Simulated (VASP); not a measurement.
# FeGe (P2_13) in VASP: a series of runs

Runs on FeGe. Level: PBE. Tasks: single point.

Program: VASP 6.6.1. These are calculated values, not measurements. Logs are shortened: lines on timing, memory, paths and dates and some standing lists are left out, and cuts for length are marked.

## (1) The cell of the first run

It takes space group P2_13 (No. 198, cubic). Conventional cell: a = 4.579 Å, b = 4.579 Å, c = 4.579 Å, α = 90.00°, β = 90.00°, γ = 90.00°. Fe (site symmetry 3) has 7 Ge at 2.35 to 2.58 Å and 6 Fe at 2.81 Å within 3.1 Å. Ge (site symmetry 3) has 7 Fe at 2.35 to 2.58 Å and 6 Ge at 2.84 Å within 3.1 Å.

## (2) Single point, PBE (12.00 Å³/atom)

The input, INCAR:

```
  PREC = Accurate
  ENCUT = 520
  EDIFF = 1E-7
  ISMEAR = 0
  SIGMA = 0.05
  LREAL = False
  LASPH = True
  NELM = 60
  ALGO = Normal
  ISIF = 2
  LWAVE = False
  LCHARG = False
  GGA = PE
  NBANDS = 54
```

The input, KPOINTS:

```
regular mesh
0
Gamma
  8 8 8
```

The input, POSCAR:

```
FeGe
1.0
    4.5792838518      0.0000000000      0.0000000000
    0.0000000000      4.5792838518      0.0000000000
    0.0000000000      0.0000000000      4.5792838518
Fe Ge
4 4
Direct
    0.1352423972      0.1352423972      0.1352423972
    0.3647576028      0.8647576028      0.6352423972
    0.6352423972      0.3647576028      0.8647576028
    0.8647576028      0.6352423972      0.3647576028
    0.8390350662      0.8390350662      0.8390350662
    0.6609649338      0.1609649338      0.3390350662
    0.3390350662      0.6609649338      0.1609649338
    0.1609649338      0.3390350662      0.6609649338
```

Potentials or basis: VASP PAW PBE potentials, release 64 (Fe, Ge_d).

The run is started by

```bash
cat potpaw_PBE.64/Fe/POTCAR potpaw_PBE.64/Ge_d/POTCAR > POTCAR
mpirun -np 1 vasp_std > vasp.out
```

OUTCAR:

```text
PREC = Accurate
   ENCUT = 520
   EDIFF = 1E-7
   ISMEAR = 0
   LREAL = False
   LASPH = True
   NELM = 60
   ISIF = 2
   GGA = PE

 ion  position               nearest neighbor table
   1  0.135  0.135  0.135-   5 2.35   6 2.37   7 2.37   8 2.37   7 2.58   8 2.58   6 2.58   3 2.81
                             4 2.81   2 2.81   2 2.81   4 2.81   3 2.81
   2  0.365  0.865  0.635-   6 2.35   5 2.37   7 2.37   8 2.37   7 2.58   8 2.58   5 2.58   1 2.81
                             1 2.81   3 2.81   3 2.81   4 2.81   4 2.81
   3  0.635  0.365  0.865-   7 2.35   6 2.37   5 2.37   8 2.37   8 2.58   6 2.58   5 2.58   1 2.81
                             4 2.81   2 2.81   2 2.81   4 2.81   1 2.81
   4  0.865  0.635  0.365-   8 2.35   6 2.37   7 2.37   5 2.37   6 2.58   5 2.58   7 2.58   1 2.81
                             3 2.81   2 2.81   1 2.81   2 2.81   3 2.81
   5  0.839  0.839  0.839-   1 2.35   2 2.37   3 2.37   4 2.37   3 2.58   4 2.58   2 2.58   6 2.84
                             7 2.84   8 2.84   6 2.84   8 2.84   7 2.84
   6  0.661  0.161  0.339-   2 2.35   1 2.37   3 2.37   4 2.37   3 2.58   4 2.58   1 2.58   8 2.84
                             5 2.84   5 2.84   7 2.84   7 2.84   8 2.84
   7  0.339  0.661  0.161-   3 2.35   2 2.37   1 2.37   4 2.37   4 2.58   2 2.58   1 2.58   8 2.84
                             5 2.84   8 2.84   6 2.84   6 2.84   5 2.84
   8  0.161  0.339  0.661-   4 2.35   2 2.37   3 2.37   1 2.37   2 2.58   1 2.58   3 2.58   7 2.84
                             5 2.84   7 2.84   5 2.84   6 2.84   6 2.84

  LATTYP: Found a simple cubic cell.
 ALAT       =     4.5792838518

  Lattice vectors:

 A1 = (   4.5792838518,   0.0000000000,   0.0000000000)
 A2 = (   0.0000000000,   4.5792838518,   0.0000000000)
 A3 = (   0.0000000000,   0.0000000000,   4.5792838518)

Analysis of symmetry for initial positions (statically):
=====================================================================
 Subroutine PRICEL returns:
 Original cell was already a primitive cell.

 Routine SETGRP: Setting up the symmetry group for a
 simple cubic supercell.

 Subroutine GETGRP returns: Found 12 space group operations
 (whereof  3 operations were pure point group operations)
 out of a pool of 48 trial point group operations.

The static configuration has the point symmetry C_3 .
 The point group associated with its full space group is T   .

Analysis of symmetry for dynamics (positions and initial velocities):
=====================================================================
 Subroutine PRICEL returns:
 Original cell was already a primitive cell.

[... 127 lines left out ...]
   ISYM   =      2    0-nonsym 1-usesym 2-fastsym
   POTIM  = 0.5000    time-step for ionic-motion
   TEBEG  =    0.0;   TEEND  =   0.0 temperature during run
   PSTRESS=    0.0 pullay stress
   NELECT =      88.0000    total number of electrons
   NUPDOWN=      -1.0000    fix difference up-down
   EMIN   =  10.00;   EMAX   =-10.00  energy-range for DOS
   EFERMI =   0.00;   METHOD = LEGACY
   ISMEAR =     0;   SIGMA  =   0.05  broadening in eV -4-tet -1-fermi 0-gaus
   EFERMI_NEDOS =   21; number of points for ismear=-14 and -15
   IALGO  =     38    algorithm
   IMIX   =      4    mixing-type and parameters
     AMIX     =   0.40;   BMIX     =  1.00
     AMIX_MAG =   1.60;   BMIX_MAG =  1.00
  volume/ion in A,a.u.               =      12.00        81.00
  Fermi-wavevector in a.u.,A,eV,Ry     =   1.590150  3.004948 34.403389  2.528578
  Thomas-Fermi vector in A             =   2.688890
   LORBIT       =      0    0 simple, 1 ext, 2 COOP (PROOUT), +10 PAW based schemes
   GGA     = PE    functional components
   LHFCALC =     F    Hartree Fock is set to
   AEXX    =    0.0000 exact exchange contribution
   IVDW    =     0    specifies the selected vdW correction
   LEPSILON=     F    determine dielectric tensor
   LRPA    =     F    only Hartree local field effects (RPA)
 non-spin polarized calculation
 Gauss-broadening in eV      SIGMA  =   0.05
  energy-cutoff  :      520.00
  volume of cell :       96.03
 maximum number of plane-waves:      2612
 NGX is ok and might be reduce to    36
   NGX = 17   NGY = 17   NGZ = 17

 number of electron      88.0000053 magnetization

 Free energy of the ion-electron system (eV)
  ---------------------------------------------------
  ext. energy  EPLUGINS =         0.00000000
  ---------------------------------------------------
  free energy    TOTEN  =       -51.53455326 eV

  energy without entropy =      -51.53198238  energy(sigma->0) =      -51.53326782

 E-fermi :   8.7414     XC(G=0): -13.2812

 val. band max:        8.6824838807   @ k =   0.2500   0.1250   0.1250
 cond. band min:       8.7977498961   @ k =   0.2500   0.2500   0.0000
 fundamental gap:      0.1152660154
 Fermi energy:         8.7413849358

 k-point     1 :       0.0000    0.0000    0.0000
  band No.  band energies     occupation
      1     -15.8894      2.00000
      2     -15.8894      2.00000
      3     -15.8894      2.00000
      4     -15.8475      2.00000
      5     -15.8475      2.00000
      6     -15.8475      2.00000
[... 1357 lines left out ...]
     53      12.6422      0.00000
     54      13.4944      0.00000

 [... further k-points ...]

------------------------ aborting loop because EDIFF is reached ----------------------------------------

  FORCE on cell =-STRESS in cart. coord.  units (eV):
  Direction    XX          YY          ZZ          XY          YZ          ZX
  --------------------------------------------------------------------------------------
  -------------------------------------------------------------------------------------
  Total        4.8372258      4.8372258      4.8372258      0.0000000      0.0000000      0.0000000
  in kB       80.7075651     80.7075651     80.7075651      0.0000000      0.0000000      0.0000000
  external PRESSURE =      80.7075651 kB  Pullay stress =       0.0000000 kB

 VOLUME and BASIS-vectors are now :
 -----------------------------------------------------------------------------
  energy-cutoff  :      520.00
  volume of cell :       96.03
      direct lattice vectors                 reciprocal lattice vectors
     4.579283852  0.000000000  0.000000000     0.218374757  0.000000000  0.000000000
     0.000000000  4.579283852  0.000000000     0.000000000  0.218374757  0.000000000
     0.000000000  0.000000000  4.579283852     0.000000000  0.000000000  0.218374757

 POSITION                                       TOTAL-FORCE (eV/Angst)
 -----------------------------------------------------------------------------------
      0.61931      0.61931      0.61931         0.018142      0.018142      0.018142
      1.67033      3.95997      2.90896        -0.018142     -0.018142      0.018142
      2.90896      1.67033      3.95997         0.018142     -0.018142     -0.018142
      3.95997      2.90896      1.67033        -0.018142      0.018142     -0.018142
      3.84218      3.84218      3.84218         0.001788      0.001788      0.001788
      3.02675      0.73710      1.55254        -0.001788     -0.001788      0.001788
      1.55254      3.02675      0.73710         0.001788     -0.001788     -0.001788
      0.73710      1.55254      3.02675        -0.001788      0.001788     -0.001788
 -----------------------------------------------------------------------------------
    total drift:                                0.000000     -0.000000      0.000000

  FREE ENERGIE OF THE ION-ELECTRON SYSTEM (eV)
  ---------------------------------------------------
  free  energy   TOTEN  =       -51.5345532598 eV

  energy  without entropy=      -51.5319823828  energy(sigma->0) =      -51.53326782
```

OSZICAR:

```text
N       E                     dE             d eps       ncg     rms          rms(c)
DAV:   1     0.100871250517E+04    0.10087E+04   -0.36234E+04  5578   0.440E+03
DAV:   2     0.167517755647E+03   -0.84119E+03   -0.80819E+03  4860   0.103E+03
DAV:   3    -0.385852502505E+02   -0.20610E+03   -0.19624E+03  4860   0.295E+02
DAV:   4    -0.567774621529E+02   -0.18192E+02   -0.17900E+02  6000   0.974E+01
DAV:   5    -0.572619487947E+02   -0.48449E+00   -0.48312E+00  5842   0.189E+01    0.256E+01
DAV:   6    -0.606380159754E+02   -0.33761E+01   -0.96381E+01  6178   0.788E+01    0.259E+01
DAV:   7    -0.516370463249E+02    0.90010E+01   -0.49566E+01  5740   0.593E+01    0.596E+00
DAV:   8    -0.515954329705E+02    0.41613E-01   -0.34116E+00  5458   0.988E+00    0.229E+00
DAV:   9    -0.515363641252E+02    0.59069E-01   -0.27854E-01  6524   0.503E+00    0.707E-01
DAV:  10    -0.515349769672E+02    0.13872E-02   -0.23254E-02  5534   0.127E+00    0.196E-01
DAV:  11    -0.515345480258E+02    0.42894E-03   -0.27964E-03  6744   0.690E-01    0.866E-02
DAV:  12    -0.515345549540E+02   -0.69282E-05   -0.31003E-04  6590   0.160E-01    0.461E-02
DAV:  13    -0.515345533117E+02    0.16423E-05   -0.66324E-05  6000   0.109E-01    0.105E-02
DAV:  14    -0.515345542092E+02   -0.89755E-06   -0.90593E-06  6460   0.272E-02    0.412E-03
DAV:  15    -0.515345534630E+02    0.74622E-06   -0.12980E-06  5512   0.127E-02    0.291E-03
DAV:  16    -0.515345533365E+02    0.12651E-06   -0.81946E-08  3048   0.296E-03    0.650E-04
DAV:  17    -0.515345532598E+02    0.76714E-07   -0.29540E-08  2862   0.124E-03
   1 F= -.51534553E+02 E0= -.51533268E+02  d E =-.257088E-02
```

stdout:

```text
POSCAR found type information on POSCAR FeGe
 POSCAR found :  2 types and       8 ions
 scaLAPACK will be used
 LDA part: xc-table for (Slater+PW92), standard interpolation
 POSCAR, INCAR and KPOINTS ok, starting setup
 FFT: planning ... GRIDC
 FFT: planning ... GRID_SOFT
 FFT: planning ... GRID
 WAVECAR not read
 entering main loop
```

It took 1.9 min on 1 thread of Intel Xeon 6975P-C (Granite Rapids), shared host; peak memory 0.31 GiB.

Results:

* Free energy: -51.5346 eV
* Pressure: 8.1 GPa
* Largest force: 0.031 eV/Å
* Band gap on the k mesh: 0.12 eV (least direct gap 0.14 eV)

Forces on the atoms (eV/Å):
```
Fe   0.018  0.018  0.018
Fe  -0.018 -0.018  0.018
Fe   0.018 -0.018 -0.018
Fe  -0.018  0.018 -0.018
Ge   0.002  0.002  0.002
Ge  -0.002 -0.002  0.002
Ge   0.002 -0.002 -0.002
Ge  -0.002  0.002 -0.002
```

Caveat: the cell stands under pressure. A k mesh can miss the band edges.

## (3) Single point, PBE (12.25 Å³/atom)

This run uses another cell than the first one, of 12.25 Å³/atom.

The input, INCAR:

```
PREC = Accurate ; ENCUT = 520
EDIFF = 1E-7 ; ISMEAR = 0
SIGMA = 0.05 ; LREAL = False
LASPH = True ; NELM = 80
ALGO = Normal ; ISIF = 2
LWAVE = False ; LCHARG = False
GGA = PE ; NBANDS = 54
```

KPOINTS is that of step 2.

The input, POSCAR:

```
FeGe
1.0
    4.6108661177      0.0000000000      0.0000000000
    0.0000000000      4.6108661177      0.0000000000
    0.0000000000      0.0000000000      4.6108661177
Fe Ge
4 4
Direct
    0.1341106627      0.1341106627      0.1341106627
    0.3658893373      0.8658893373      0.6341106627
    0.6341106627      0.3658893373      0.8658893373
    0.8658893373      0.6341106627      0.3658893373
    0.8385707116      0.8385707116      0.8385707116
    0.6614292884      0.1614292884      0.3385707116
    0.3385707116      0.6614292884      0.1614292884
    0.1614292884      0.3385707116      0.6614292884
```

Potentials or basis: VASP PAW PBE potentials, release 64 (Fe, Ge_d).

The run is started by

```bash
cat potpaw_PBE.64/Fe/POTCAR potpaw_PBE.64/Ge_d/POTCAR > POTCAR
mpirun -np 1 vasp_std > vasp.out
```

OUTCAR:

```text
PREC = Accurate
   ENCUT = 520
   EDIFF = 1E-7
   ISMEAR = 0
   LREAL = False
   LASPH = True
   NELM = 80
   ISIF = 2
   GGA = PE

 ion  position               nearest neighbor table
   1  0.134  0.134  0.134-   5 2.36   6 2.38   7 2.38   8 2.38   7 2.61   8 2.61   6 2.61   3 2.83
                             4 2.83   2 2.83   2 2.83   4 2.83   3 2.83
   2  0.366  0.866  0.634-   6 2.36   5 2.38   7 2.38   8 2.38   7 2.61   8 2.61   5 2.61   1 2.83
[... 1595 lines left out ...]
  Total        2.4057904      2.4057904      2.4057904      0.0000000      0.0000000      0.0000000
  in kB       39.3206631     39.3206631     39.3206631      0.0000000      0.0000000      0.0000000
  external PRESSURE =      39.3206631 kB  Pullay stress =       0.0000000 kB

 VOLUME and BASIS-vectors are now :
 -----------------------------------------------------------------------------
  energy-cutoff  :      520.00
  volume of cell :       98.03
      direct lattice vectors                 reciprocal lattice vectors
     4.610866118  0.000000000  0.000000000     0.216878993  0.000000000  0.000000000
     0.000000000  4.610866118  0.000000000     0.000000000  0.216878993  0.000000000
     0.000000000  0.000000000  4.610866118     0.000000000  0.000000000  0.216878993

 POSITION                                       TOTAL-FORCE (eV/Angst)
 -----------------------------------------------------------------------------------
      0.61837      0.61837      0.61837         0.017360      0.017360      0.017360
      1.68707      3.99250      2.92380        -0.017360     -0.017360      0.017360
      2.92380      1.68707      3.99250         0.017360     -0.017360     -0.017360
      3.99250      2.92380      1.68707        -0.017360      0.017360     -0.017360
      3.86654      3.86654      3.86654         0.001045      0.001045      0.001045
      3.04976      0.74433      1.56110        -0.001045     -0.001045      0.001045
      1.56110      3.04976      0.74433         0.001045     -0.001045     -0.001045
      0.74433      1.56110      3.04976        -0.001045      0.001045     -0.001045
 -----------------------------------------------------------------------------------
    total drift:                                0.000000     -0.000000     -0.000000

  FREE ENERGIE OF THE ION-ELECTRON SYSTEM (eV)
  ---------------------------------------------------
  free  energy   TOTEN  =       -51.6084249176 eV

  energy  without entropy=      -51.6058456732  energy(sigma->0) =      -51.60713530
```

It took 1.8 min on 1 thread of Intel Xeon 6975P-C (Granite Rapids), shared host; peak memory 0.32 GiB.

What came out:

```
Free energy            : -51.6084 eV
Pressure               : 3.9 GPa
Largest force          : 0.030 eV/Å
Band gap on the k mesh : 0.11 eV (least direct gap 0.14 eV)
```

Forces in eV/Å, atoms in the order of the input:
```
Fe   0.017  0.017  0.017
Fe  -0.017 -0.017  0.017
Fe   0.017 -0.017 -0.017
Fe  -0.017  0.017 -0.017
Ge   0.001  0.001  0.001
Ge  -0.001 -0.001  0.001
Ge   0.001 -0.001 -0.001
Ge  -0.001  0.001 -0.001
```

Caveat: the cell stands under pressure.

## (4) Single point, PBE

This run uses another cell than the first one, of 12.50 Å³/atom.

The input, INCAR:

```
SYSTEM = FeGe
PREC = Accurate
ENCUT = 520
EDIFF = 1E-6
ISMEAR = 0
SIGMA = 0.05
LREAL = .False.
LASPH = .True.
NELM = 100
ALGO = Normal
ISIF = 2
LWAVE = .False.
LCHARG = .False.
GGA = PE
NBANDS = 54
```

The input, KPOINTS:

```
Automatic mesh
0
Gamma
  8 8 8
  0 0 0
```

The input, POSCAR:

```
FeGe
1.0
    4.6420215636      0.0000000000      0.0000000000
    0.0000000000      4.6420215636      0.0000000000
    0.0000000000      0.0000000000      4.6420215636
Fe Ge
4 4
Direct
    0.1329102975      0.1329102975      0.1329102975
    0.3670897025      0.8670897025      0.6329102975
    0.6329102975      0.3670897025      0.8670897025
    0.8670897025      0.6329102975      0.3670897025
    0.8380755471      0.8380755471      0.8380755471
    0.6619244529      0.1619244529      0.3380755471
    0.3380755471      0.6619244529      0.1619244529
    0.1619244529      0.3380755471      0.6619244529
```

The run is started by

```bash
cat potpaw_PBE.64/Fe/POTCAR potpaw_PBE.64/Ge_d/POTCAR > POTCAR
mpirun -np 1 vasp_std > vasp.out
```

It took 88 s on 1 thread of Intel Xeon 6975P-C (Granite Rapids), shared host; peak memory 0.32 GiB.

The run converged. Its results:

| Property | Result |
| --- | --- |
| Free energy | -51.6336 eV |
| Pressure | 0.2 GPa |
| Largest force | 0.029 eV/Å |
| Band gap on the k mesh | 0.11 eV (least direct gap 0.14 eV) |

Forces on the atoms (eV/Å):
```
Fe   0.016  0.016  0.016
Fe  -0.016 -0.016  0.016
Fe   0.016 -0.016 -0.016
Fe  -0.016  0.016 -0.016
Ge   0.001  0.001  0.001
Ge  -0.001 -0.001  0.001
Ge   0.001 -0.001 -0.001
Ge  -0.001  0.001 -0.001
```

Levels at points of the mesh, in eV from the valence-band top:
| k point | band 40 | band 41 | band 42 | band 43 | band 44 | band 45 | band 46 | band 47 | band 48 | band 49 |
| --- | --- | --- | --- | --- | --- | --- | --- | --- | --- | --- |
| (0.00, 0.00, 0.00) | -0.22 | -0.22 | -0.22 | -0.05 | -0.05 | 0.46 | 0.46 | 0.46 | 2.28 | 2.28 |
| (0.50, 0.00, 0.00) | -1.01 | -0.31 | -0.31 | -0.01 | -0.01 | 0.14 | 0.14 | 1.49 | 1.49 | 1.62 |
| (0.50, 0.50, 0.00) | -1.00 | -0.87 | -0.87 | -0.29 | -0.29 | 0.54 | 0.54 | 0.95 | 0.95 | 2.03 |
| (0.50, 0.50, 0.50) | -0.58 | -0.50 | -0.50 | -0.50 | -0.50 | 0.37 | 0.37 | 0.37 | 0.37 | 4.69 |

## (5) The runs side by side

| cell | gap on the mesh (eV) | pressure (GPa) | largest force (eV/Å) |
| --- | --- | --- | --- |
| a = 4.579 Å, 8 atoms, atomic positions A | 0.12 | 8.1 | 0.03 |
| a = 4.611 Å, 8 atoms, atomic positions B | 0.11 | 3.9 | 0.03 |
| a = 4.642 Å, 8 atoms, atomic positions C | 0.11 | 0.2 | 0.03 |

Alike in all rows: task single point; level PBE; potentials or basis VASP PAW PBE potentials, release 64 (Fe, Ge_d); no spin polarisation; k mesh 8 × 8 × 8; cutoff (eV) 520; smearing gaussian 0.05 eV.

Caveats: the cell stands under pressure (at least some runs).

Total energies depend on the potentials used, so only differences within one code and one set of settings carry meaning.
